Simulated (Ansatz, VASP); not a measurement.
# AlGa3O6 in VASP and in Ansatz

Contents of INCAR:

```
SYSTEM = AlGa3O6
PREC     = Accurate       ! precision mode
ENCUT    = 520            ! plane-wave cutoff, eV
EDIFF    = 1E-6           ! SCF threshold, eV
ISMEAR   = 0              ! smearing method
SIGMA    = 0.1            ! smearing width, eV
LREAL    = .False.        ! projectors in reciprocal space
LASPH    = .True.         ! aspherical terms in the spheres
NELM     = 80             ! most SCF steps
ALGO     = Normal         ! electronic algorithm
ISIF     = 2              ! what is computed and relaxed
LWAVE    = .False.        ! write WAVECAR
LCHARG   = .False.        ! write CHGCAR
GGA      = PS             ! functional
NBANDS   = 50             ! bands
```

Contents of KPOINTS:

```
regular mesh
0
Gamma
  6 6 4
  0 0 0
```

Contents of POSCAR:

```
AlGa3O6
1.0
    6.1026901900     -1.5174783300      0.0000000000
    6.1026901900      1.5174783300      0.0000000000
   -1.3850107800      0.0000000000      5.6260355500
Al Ga O
1 3 6
Direct
    0.0905000000      0.0905000000      0.7946000000
    0.9095000000      0.9095000000      0.2054000000
    0.6586600000      0.6586600000      0.3140200000
    0.3413400000      0.3413400000      0.6859800000
    0.1645000000      0.1645000000      0.1098000000
    0.8355000000      0.8355000000      0.8902000000
    0.1733000000      0.1733000000      0.5632000000
    0.8267000000      0.8267000000      0.4368000000
    0.4959000000      0.4959000000      0.2566000000
    0.5041000000      0.5041000000      0.7434000000
```

Input for Ansatz:

```yaml
crystal:
  lattice:
    - [6.10269019, -1.51747833, 0.0]
    - [6.10269019, 1.51747833, 0.0]
    - [-1.38501078, 0.0, 5.62603555]
  atoms:
    - { symbol: Al, position: [0.0905, 0.0905, 0.7946] }
    - { symbol: Ga, position: [0.9095, 0.9095, 0.2054] }
    - { symbol: Ga, position: [0.65866, 0.65866, 0.31402] }
    - { symbol: Ga, position: [0.34134, 0.34134, 0.68598] }
    - { symbol: O, position: [0.1645, 0.1645, 0.1098] }
    - { symbol: O, position: [0.8355, 0.8355, 0.8902] }
    - { symbol: O, position: [0.1733, 0.1733, 0.5632] }
    - { symbol: O, position: [0.8267, 0.8267, 0.4368] }
    - { symbol: O, position: [0.4959, 0.4959, 0.2566] }
    - { symbol: O, position: [0.5041, 0.5041, 0.7434] }
basis:
  ecutwfc: 420
kpoints:
  mp_grid: { grid: [6, 6, 4] }
hamiltonian:
  xc: pbesol
scf:
  occupations: { method: gaussian, width: 0.1 }
output:
  forces: true
  stress: true
  eigenvalues: true
```

Alike in both runs: task single point; functional PBEsol; k mesh 6 × 6 × 4; occupations gaussian, width 0.1 eV; no spin polarisation.

|  | VASP | Ansatz |
| --- | --- | --- |
| version | VASP 6.6.1 | Ansatz 0.2.0 |
| potentials or method | VASP PAW PBE potentials, release 64 (Al, Ga_d, O), cutoff 520 eV | scalar-relativistic, plane waves, PAW |
| valence electrons in the cell | 78 | 78 |

|  | VASP | Ansatz | Ansatz less VASP |
| --- | --- | --- | --- |
| gap on the k mesh at the Fermi level (eV) | 2.64 | 2.64 | -0.002 |
| least direct gap on the mesh (eV) | 2.74 | 2.73 | -0.005 |
| pressure (GPa) | -1.9 | -2.2 | -0.30 |
| traceless stress, the component that is largest in VASP (GPa) | -0.56 | -0.53 | +0.029 |
| rms of the force components (eV/Å) | 0.461 | 0.455 | -0.0060 |

VASP's potentials were made for PBE, not for PBEsol. Atom by atom the forces differ by 0.011 eV/Å (rms over components). With one functional, cell and mesh, what is left measures potentials, basis and numerics.
